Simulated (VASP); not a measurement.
# PbS (Fm-3m) in VASP: settings compared

PbS is run at these levels: PBE, revPBE, PBEsol+D4; tasks: single point.

All numbers are computed with VASP 6.6.1; they aren't measurements. Logs are shortened: lines on timing, memory, paths and dates and some standing lists are left out, and cuts for length are marked.

## (1) The cell of the first run

It takes space group Fm-3m (No. 225, cubic). The conventional cell has a = 5.931 Å, b = 5.931 Å, c = 5.931 Å, α = 90.00°, β = 90.00°, γ = 90.00°. Within 3.9 Å of Pb (site symmetry m-3m) lie 6 S at 2.97 Å. Within 3.9 Å of S (site symmetry m-3m) lie 6 Pb at 2.97 Å.

## (2) Single point, PBE

INCAR

```
SYSTEM = PbS
  PREC = Accurate
  ENCUT = 520
  EDIFF = 1E-6
  ISMEAR = -1
  SIGMA = 0.02
  LREAL = .FALSE.
  LASPH = .TRUE.
  NELM = 80
  ALGO = Normal
  ISIF = 2
  LWAVE = .FALSE.
  LCHARG = .FALSE.
  GGA = PE
  NBANDS = 17
```

KPOINTS

```
regular mesh
0
G
  4 4 4
  0 0 0
```

POSCAR

```
PbS
1.0
    0.0000000000      2.9657500000      2.9657500000
    2.9657500000      0.0000000000      2.9657500000
    2.9657500000      2.9657500000      0.0000000000
Pb S
1 1
Direct
    0.0000000000      0.0000000000      0.0000000000
    0.5000000000      0.5000000000      0.5000000000
```

Potentials or basis: VASP PAW PBE potentials, release 64 (Pb_d, S).

Started as:

```
$ cat potpaw_PBE.64/Pb_d/POTCAR potpaw_PBE.64/S/POTCAR > POTCAR
$ mpirun -np 1 vasp_std > vasp.out
```

OUTCAR:

```text
SYSTEM = PbS
   PREC = Accurate
   ENCUT = 520
   EDIFF = 1E-6
   ISMEAR = -1
   LREAL = .FALSE.
   LASPH = .TRUE.
   NELM = 80
   ISIF = 2
   GGA = PE

 ion  position               nearest neighbor table
   1  0.000  0.000  0.000-   2 2.97   2 2.97   2 2.97   2 2.97   2 2.97   2 2.97
   2  0.500  0.500  0.500-   1 2.97   1 2.97   1 2.97   1 2.97   1 2.97   1 2.97

  LATTYP: Found a face centered cubic cell.
 ALAT       =     5.9315000000

  Lattice vectors:

 A1 = (   0.0000000000,   2.9657500000,   2.9657500000)
 A2 = (   2.9657500000,   0.0000000000,   2.9657500000)
 A3 = (   2.9657500000,   2.9657500000,   0.0000000000)

Analysis of symmetry for initial positions (statically):
=====================================================================
 Subroutine PRICEL returns:
 Original cell was already a primitive cell.

 Routine SETGRP: Setting up the symmetry group for a
 face centered cubic supercell.

 Subroutine GETGRP returns: Found 48 space group operations
 (whereof 48 operations were pure point group operations)
 out of a pool of 48 trial point group operations.

The static configuration has the point symmetry O_h .

Analysis of symmetry for dynamics (positions and initial velocities):
=====================================================================
 Subroutine PRICEL returns:
 Original cell was already a primitive cell.

 Routine SETGRP: Setting up the symmetry group for a
 face centered cubic supercell.

 Subroutine GETGRP returns: Found 48 space group operations
 (whereof 48 operations were pure point group operations)
 out of a pool of 48 trial point group operations.

The dynamic configuration has the point symmetry O_h .

 Subroutine INISYM returns: Found 48 space group operations
 (whereof 48 operations are pure point group operations),
 and found     1 'primitive' translations

----------------------------------------------------------------------------------------

                                     Primitive cell

  volume of cell :      52.1715

  direct lattice vectors                    reciprocal lattice vectors
     0.000000000  2.965750000  2.965750000    -0.168591419  0.168591419  0.168591419
     2.965750000  0.000000000  2.965750000     0.168591419 -0.168591419  0.168591419
     2.965750000  2.965750000  0.000000000     0.168591419  0.168591419 -0.168591419

  length of vectors
     4.194203873  4.194203873  4.194203873     0.292008903  0.292008903  0.292008903

[... 60 lines left out ...]
   LASPH  =      T    aspherical Exc in radial PAW
   ENCUT  =  520.0 eV  38.22 Ry    6.18 a.u.   7.80  7.80  7.80*2*pi/ulx,y,z
   NELM   =     80;   NELMIN=  2; NELMDL= -5     # of ELM steps
   EDIFF  = 0.1E-05   stopping-criterion for ELM
   LREAL  =      F    real-space projection
   EDIFFG = 0.1E-04   stopping-criterion for IOM
   NSW    =      0    number of steps for IOM
   IBRION =     -1    ionic relax: 0-MD 1-quasi-New 2-CG
   NFREE  =      0    steps in history (QN), initial steepest desc. (CG)
   ISIF   =      2    stress and relaxation
   ISYM   =      2    0-nonsym 1-usesym 2-fastsym
   POTIM  = 0.5000    time-step for ionic-motion
   TEBEG  =    0.0;   TEEND  =   0.0 temperature during run
   PSTRESS=    0.0 pullay stress
   NELECT =      20.0000    total number of electrons
   NUPDOWN=      -1.0000    fix difference up-down
   EMIN   =  10.00;   EMAX   =-10.00  energy-range for DOS
   EFERMI =   0.00;   METHOD = LEGACY
   ISMEAR =    -1;   SIGMA  =   0.02  broadening in eV -4-tet -1-fermi 0-gaus
   EFERMI_NEDOS =   21; number of points for ismear=-14 and -15
   IALGO  =     38    algorithm
   IMIX   =      4    mixing-type and parameters
     AMIX     =   0.40;   BMIX     =  1.00
     AMIX_MAG =   1.60;   BMIX_MAG =  1.00
  volume/ion in A,a.u.               =      26.09       176.04
  Fermi-wavevector in a.u.,A,eV,Ry     =   1.189251  2.247359 19.242973  1.414319
  Thomas-Fermi vector in A             =   2.325363
   LORBIT       =      0    0 simple, 1 ext, 2 COOP (PROOUT), +10 PAW based schemes
   GGA     = PE    functional components
   LHFCALC =     F    Hartree Fock is set to
   AEXX    =    0.0000 exact exchange contribution
   IVDW    =     0    specifies the selected vdW correction
   LEPSILON=     F    determine dielectric tensor
   LRPA    =     F    only Hartree local field effects (RPA)
 non-spin polarized calculation
  energy-cutoff  :      520.00
  volume of cell :       52.17
 maximum number of plane-waves:      1424
   NGX = 15   NGY = 15   NGZ = 15

 number of electron      19.9999998 magnetization

 Free energy of the ion-electron system (eV)
  ---------------------------------------------------
  ext. energy  EPLUGINS =         0.00000000
  ---------------------------------------------------
  free energy    TOTEN  =        -8.74199131 eV

  energy without entropy =       -8.74198564  energy(sigma->0) =       -8.74198847

 E-fermi :   6.0032     XC(G=0):  -9.6843

 val. band max:        5.8213267108   @ k =   0.5000   0.0000   0.0000
 cond. band min:       6.1850779415   @ k =   0.5000   0.0000   0.0000
 fundamental gap:      0.3637512307
 Fermi energy:         6.0032023083

 k-point     1 :       0.0000    0.0000    0.0000
  band No.  band energies     occupation
      1     -11.0010      2.00000
      2     -11.0010      2.00000
      3     -11.0010      2.00000
      4     -10.9849      2.00000
      5     -10.9849      2.00000
      6      -7.7762      2.00000
[... 137 lines left out ...]
      4     -10.9834      2.00000
      5     -10.9401      2.00000
      6      -6.0640      2.00000
[... 9 lines left out ...]
     16      17.8188      0.00000
     17      18.0728      0.00000

------------------------ aborting loop because EDIFF is reached ----------------------------------------

  FORCE on cell =-STRESS in cart. coord.  units (eV):
  Direction    XX          YY          ZZ          XY          YZ          ZX
  --------------------------------------------------------------------------------------
  -------------------------------------------------------------------------------------
  Total        0.7314883      0.7314883      0.7314883      0.0000000      0.0000000      0.0000000
  in kB       22.4638583     22.4638583     22.4638583      0.0000000      0.0000000      0.0000000
  external PRESSURE =      22.4638583 kB  Pullay stress =       0.0000000 kB

 VOLUME and BASIS-vectors are now :
 -----------------------------------------------------------------------------
  energy-cutoff  :      520.00
  volume of cell :       52.17
      direct lattice vectors                 reciprocal lattice vectors
     0.000000000  2.965750000  2.965750000    -0.168591419  0.168591419  0.168591419
     2.965750000  0.000000000  2.965750000     0.168591419 -0.168591419  0.168591419
     2.965750000  2.965750000  0.000000000     0.168591419  0.168591419 -0.168591419

 POSITION                                       TOTAL-FORCE (eV/Angst)
 -----------------------------------------------------------------------------------
      0.00000      0.00000      0.00000         0.000000     -0.000000     -0.000000
      2.96575      2.96575      2.96575        -0.000000      0.000000      0.000000
 -----------------------------------------------------------------------------------
    total drift:                                0.000000     -0.000000     -0.000000

  FREE ENERGIE OF THE ION-ELECTRON SYSTEM (eV)
  ---------------------------------------------------
  free  energy   TOTEN  =        -8.7419913079 eV

  energy  without entropy=       -8.7419856377  energy(sigma->0) =       -8.74198847
```

OSZICAR:

```text
N       E                     dE             d eps       ncg     rms          rms(c)
DAV:   1     0.151739386592E+03    0.15174E+03   -0.95830E+03   272   0.123E+03
DAV:   2     0.238862533823E+01   -0.14935E+03   -0.14363E+03   298   0.305E+02
DAV:   3    -0.892190809644E+01   -0.11311E+02   -0.11259E+02   371   0.895E+01
DAV:   4    -0.921526257054E+01   -0.29335E+00   -0.29314E+00   358   0.155E+01
DAV:   5    -0.922539422207E+01   -0.10132E-01   -0.10130E-01   407   0.288E+00    0.461E+00
DAV:   6    -0.873828569833E+01    0.48711E+00   -0.14419E+00   422   0.790E+00    0.325E+00
DAV:   7    -0.873883699521E+01   -0.55130E-03   -0.14032E-01   334   0.187E+00    0.188E+00
DAV:   8    -0.874227908908E+01   -0.34421E-02   -0.16424E-02   323   0.136E+00    0.291E-01
DAV:   9    -0.874179630341E+01    0.48279E-03   -0.34139E-03   440   0.501E-01    0.829E-02
DAV:  10    -0.874198283013E+01   -0.18653E-03   -0.35185E-04   307   0.111E-01    0.495E-02
DAV:  11    -0.874199062897E+01   -0.77988E-05   -0.49600E-05   376   0.762E-02    0.134E-02
DAV:  12    -0.874199130793E+01   -0.67897E-06   -0.36188E-06   331   0.212E-02
   1 F= -.87419913E+01 E0= -.87419885E+01  d E =-.567020E-05
```

stdout:

```text
POSCAR found type information on POSCAR PbS
 POSCAR found :  2 types and       2 ions
 scaLAPACK will be used
 LDA part: xc-table for (Slater+PW92), standard interpolation
 POSCAR, INCAR and KPOINTS ok, starting setup
 FFT: planning ... GRIDC
 FFT: planning ... GRID_SOFT
 FFT: planning ... GRID
 WAVECAR not read
 entering main loop
```

Wall time 4.2 s (1 thread of AMD EPYC 9R45 (Zen 5), shared host); peak memory 0.15 GiB.

What came out:

- Free energy: -8.7420 eV
- Pressure: 2.2 GPa
- Band gap on the k mesh: 0.36 eV

Caveat: the k points lie up to 0.46 Å⁻¹ apart; spin-orbit coupling is left out, which moves the levels of the heavy elements. A k mesh can miss the band edges.

(Continued in part 2 of 2.)
